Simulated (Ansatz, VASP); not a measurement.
**Ge: VASP beside Ansatz**

The input INCAR:

```
ALGO     = Normal         # electronic algorithm
EDIFF    = 1E-6           # SCF threshold, eV
ENCUT    = 520            # plane-wave cutoff, eV
ISIF     = 2              # what is computed and relaxed
ISMEAR   = 0              # smearing method
LASPH    = True           # aspherical terms in the spheres
LCHARG   = False          # write CHGCAR
LREAL    = False          # projectors in reciprocal space
LWAVE    = False          # write WAVECAR
NBANDS   = 21             # bands
NELM     = 60             # most SCF steps
PREC     = Accurate       # precision mode
SIGMA    = 0.15           # smearing width, eV
```

File KPOINTS:

```
k-points
0
Gamma
  14 14 14
```

The input POSCAR:

```
Ge
1.0
    0.0000000000      2.7779676512      2.8762020514
    2.7779676512      0.0000000000      2.8762020514
    2.7779676512      2.7779676512      0.0000000000
Ge
2
Direct
    0.5029174098      0.4970825902      0.4970825902
    0.7470825902      0.7529174098      0.7529174098
```

Input for Ansatz:

```yaml
crystal:
  lattice:
    - [0.0, 2.7779676512, 2.8762020514]
    - [2.7779676512, 0.0, 2.8762020514]
    - [2.7779676512, 2.7779676512, 0.0]
  atoms:
    - { symbol: Ge, position: [0.5029174098, 0.4970825902, 0.4970825902] }
    - { symbol: Ge, position: [0.7470825902, 0.7529174098, 0.7529174098] }
basis:
  ecutwfc: 420
kpoints:
  mp_grid: { grid: [14, 14, 14] }
hamiltonian:
  xc: lda
  pseudopotentials: { kind: paw, azcp: { folder: soft_1 } }
scf:
  occupations: { method: gaussian, width: 0.15 }
output:
  forces: true
  stress: true
  eigenvalues: true
```

Change from the starting cell: mode 4 frozen in at -0.016 Å, strain +e along z and -e/2 along x and y +0.0233.

Alike in both runs: task single point; functional LDA; k mesh 14 × 14 × 14; occupations gaussian, width 0.15 eV; no spin polarisation.

|  | VASP | Ansatz |
| --- | --- | --- |
| version | VASP 6.6.1 | Ansatz 0.2.0 |
| potentials or method | VASP PAW LDA potentials, release 64 (Ge_d), cutoff 520 eV | scalar-relativistic, plane waves, PAW |
| valence electrons in the cell | 28 | 28 |

|  | VASP | Ansatz | Ansatz less VASP |
| --- | --- | --- | --- |
| gap on the k mesh at the Fermi level (eV) | none | none | - |
| pressure (GPa) | 0.3 | 0.1 | -0.24 |
| traceless stress, the component that is largest in VASP (GPa) | -1.81 | -1.80 | +0.002 |
| rms of the force components (eV/Å) | 0.212 | 0.209 | -0.0028 |

Ansatz warns that its potentials were made for another functional, while VASP's fit it. LDA's correlation is that of Perdew and Zunger in VASP and of Perdew and Wang (1992) in Ansatz. Atom by atom the forces differ by 0.003 eV/Å (rms over components). A gap of «none» marks a metal or a gap that the smearing closes.
